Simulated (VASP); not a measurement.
# LiTi12 (a cell with a defect) in VASP: further runs, part 2 of 2

VASP 6.6.1. Earlier steps stand in the parts before.

**3. Single point, PBE**

The input, INCAR:

```
SYSTEM = LiTi12
ALGO = Normal
EDIFF = 1E-7
ENCUT = 520
GGA = PE
ISIF = 2
ISMEAR = -1
LASPH = .TRUE.
LCHARG = .FALSE.
LREAL = .FALSE.
LWAVE = .FALSE.
NBANDS = 86
NELM = 100
PREC = Accurate
SIGMA = 0.1
```

The input, KPOINTS:

```
k-points
0
G
  3 2 4
  0 0 0
```

The input, POSCAR:

```
LiTi12
1.0
    5.9000000000      0.0000000000      0.0000000000
   -4.4250000000      7.6643250000      0.0000000000
    0.0000000000      0.0000000000      4.6846000000
Ti Li
12 1
Direct
   -0.0065339924     -0.0001696170     -0.0392349400
    0.1836001379      0.2262691105      0.4666567049
   -0.0965380506      0.3014746896      0.0658540751
    0.2143596453      0.5975868716      0.4467403834
   -0.0131028563      0.6287442143      0.0177176280
    0.1662461874      0.8900457640      0.4761132220
    0.4428113307     -0.0427826325     -0.0419246040
    0.6420711879      0.2210892675      0.5687998975
    0.4959569036      0.3217504477      0.0498228237
    0.6892404399      0.5484109820      0.4896255817
    0.5967243173      0.7073160389      0.0102890321
    0.6970470701      0.9271136075      0.4728045084
    0.2477262240      0.4393863778      0.8697647611
```

Potentials or basis: VASP PAW PBE potentials, release 64 (Ti_sv, Li_sv).

Command:

```
cat potpaw_PBE.64/Ti_sv/POTCAR potpaw_PBE.64/Li_sv/POTCAR > POTCAR
mpirun -np 1 vasp_std > vasp.out
```

OUTCAR:

```text
SYSTEM = LiTi12
   EDIFF = 1E-7
   ENCUT = 520
   GGA = PE
   ISIF = 2
   ISMEAR = -1
   LASPH = .TRUE.
   LREAL = .FALSE.
   NELM = 100
   PREC = Accurate

 ion  position               nearest neighbor table
   1  0.993  1.000  0.961-  11 2.48  12 2.75  12 2.85   6 2.85   7 2.86   2 2.90
   2  0.184  0.226  0.467-   9 2.52  13 2.56  12 2.77   8 2.77   3 2.79   1 2.90
   3  0.903  0.301  0.066-  13 2.00   9 2.50   8 2.69   5 2.69   8 2.71   2 2.79
   4  0.214  0.598  0.447-  13 2.49   5 2.51   6 2.74  11 2.83  12 2.89  10 2.91
   5  0.987  0.629  0.018-   4 2.51  10 2.69   3 2.69  11 2.72   9 2.82   7 2.82  10 2.91
   6  0.166  0.890  0.476-   7 2.67   4 2.74   7 2.82   1 2.85   8 2.90
   7  0.443  0.957  0.958-   6 2.67   8 2.72  11 2.79  12 2.81   6 2.82   5 2.82   1 2.86
   8  0.642  0.221  0.569-   3 2.69   3 2.71   9 2.72   7 2.72   2 2.77  10 2.79  12 2.81   9 2.87
                             6 2.90
   9  0.496  0.322  0.050-  13 2.34   3 2.50   2 2.52  10 2.70   8 2.72   5 2.82   8 2.87
  10  0.689  0.548  0.490-   5 2.69   9 2.70   8 2.79  11 2.84   5 2.91   4 2.91
[... 1458 lines left out ...]
 [bands above 85 left out]

------------------------ aborting loop because EDIFF is reached ----------------------------------------

  FORCE on cell =-STRESS in cart. coord.  units (eV):
  Direction    XX          YY          ZZ          XY          YZ          ZX
  --------------------------------------------------------------------------------------
  -------------------------------------------------------------------------------------
  Total       10.8443917      5.6350170      9.0494081      3.1912405     -2.1224297     -0.9491681
  in kB       82.0195422     42.6194045     68.4435167     24.1363547    -16.0526028     -7.1788569
  external PRESSURE =      64.3608211 kB  Pullay stress =       0.0000000 kB

 VOLUME and BASIS-vectors are now :
 -----------------------------------------------------------------------------
  energy-cutoff  :      520.00
  volume of cell :      211.84
      direct lattice vectors                 reciprocal lattice vectors
     5.900000000  0.000000000  0.000000000     0.169491525  0.097855976  0.000000000
    -4.425000000  7.664325000  0.000000000     0.000000000  0.130474634  0.000000000
     0.000000000  0.000000000  4.684600000     0.000000000  0.000000000  0.213465397

 POSITION                                       TOTAL-FORCE (eV/Angst)
 -----------------------------------------------------------------------------------
      1.43720      7.66303      4.50080         0.212883      1.378195     -0.061986
      0.08200      1.73420      2.18610        -0.788899     -0.246770      0.286159
      3.99640      2.31060      0.30850        -0.602384     -1.630955      1.143533
     -1.37960      4.58010      2.09280         0.756433     -0.440728      0.423147
      3.04050      4.81890      0.08300        -0.333608      1.123593     -1.669636
     -2.95760      6.82160      2.23040        -0.860295     -0.261119     -0.372814
     -1.62310      7.33643      4.48820         0.477603      0.543801      0.864138
      2.80990      1.69450      2.66460         0.663027      0.240167     -0.655537
      1.50240      2.46600      0.23340         0.349730     -0.829044     -0.229873
      1.63980      4.20320      2.29370        -0.074860      0.451790      0.835167
      0.39080      5.42110      0.04820        -0.538836     -0.425036      0.084167
      0.01010      7.10570      2.21490         0.033125     -0.486388      0.005213
     -0.48270      3.36760      4.07450         0.706079      0.582495     -0.651679
 -----------------------------------------------------------------------------------
    total drift:                                0.000191     -0.000187      0.000004

  FREE ENERGIE OF THE ION-ELECTRON SYSTEM (eV)
  ---------------------------------------------------
  free  energy   TOTEN  =       -92.4019164860 eV

  energy  without entropy=      -91.7922180059  energy(sigma->0) =      -92.09706725
```

stdout:

```text
POSCAR found type information on POSCAR TiLi
 POSCAR found :  2 types and      13 ions
 scaLAPACK will be used
 LDA part: xc-table for (Slater+PW92), standard interpolation
 -----------------------------------------------------------------------------
|                                                                             |
|           W    W    AA    RRRRR   N    N  II  N    N   GGGG   !!!           |
|           W    W   A  A   R    R  NN   N  II  NN   N  G    G  !!!           |
|           W    W  A    A  R    R  N N  N  II  N N  N  G       !!!           |
|           W WW W  AAAAAA  RRRRR   N  N N  II  N  N N  G  GGG   !            |
|           WW  WW  A    A  R   R   N   NN  II  N   NN  G    G                |
|           W    W  A    A  R    R  N    N  II  N    N   GGGG   !!!           |
|                                                                             |
|     Your reciprocal lattice and k-lattice belong to different lattice       |
|     classes:                                                                |
|                                                                             |
|        The reciprocal lattice is simple monoclinic,                         |
|        whereas your k-lattice is hexagonal.                                 |
|                                                                             |
|     Results are often still useful ...                                      |
|                                                                             |
 -----------------------------------------------------------------------------

 POSCAR, INCAR and KPOINTS ok, starting setup
 FFT: planning ... GRIDC
 FFT: planning ... GRID_SOFT
 FFT: planning ... GRID
 WAVECAR not read
 entering main loop
```

It took 18 min on 1 thread of Intel Xeon Platinum 8375C at 2.90GHz (Ice Lake), shared host; peak memory 0.41 GiB.

Results:

```
Free energy            : -92.4019 eV
Largest force          : 2.081 eV/Å
Band gap on the k mesh : zero (an odd number of electrons rules out a gap without spin polarisation)
```

Forces on the atoms (eV/Å):
```
Ti   0.213  1.378 -0.062
Ti  -0.789 -0.247  0.286
Ti  -0.602 -1.631  1.144
Ti   0.756 -0.441  0.423
Ti  -0.334  1.124 -1.670
Ti  -0.860 -0.261 -0.373
Ti   0.478  0.544  0.864
Ti   0.663  0.240 -0.656
Ti   0.350 -0.829 -0.230
Ti  -0.075  0.452  0.835
Ti  -0.539 -0.425  0.084
Ti   0.033 -0.486  0.005
Li   0.706  0.582 -0.652
```

Levels at points of the mesh, in eV from the Fermi level:
| k point | band 70 | band 71 | band 72 | band 73 | band 74 | band 75 | band 76 | band 77 |
| --- | --- | --- | --- | --- | --- | --- | --- | --- |
| (0.00, 0.00, 0.00) | -0.40 | -0.20 | -0.12 | -0.05 | 0.20 | 0.23 | 0.31 | 0.42 |
| (0.00, 0.50, 0.00) | -0.36 | -0.30 | -0.08 | 0.00 | 0.04 | 0.11 | 0.24 | 0.30 |
| (0.00, 0.00, 0.50) | -0.35 | -0.29 | -0.07 | 0.02 | 0.10 | 0.17 | 0.18 | 0.37 |
| (0.00, 0.50, 0.50) | -0.41 | -0.32 | -0.17 | -0.12 | 0.02 | 0.31 | 0.32 | 0.40 |

Caveat: the k points lie up to 0.41 Å⁻¹ apart, too coarse for converged energies and pressures of a metal; the cutoff is under 1.25 times the usual one of these potentials, so pressure, stress and relaxed cells hold a basis-set (Pulay) error.
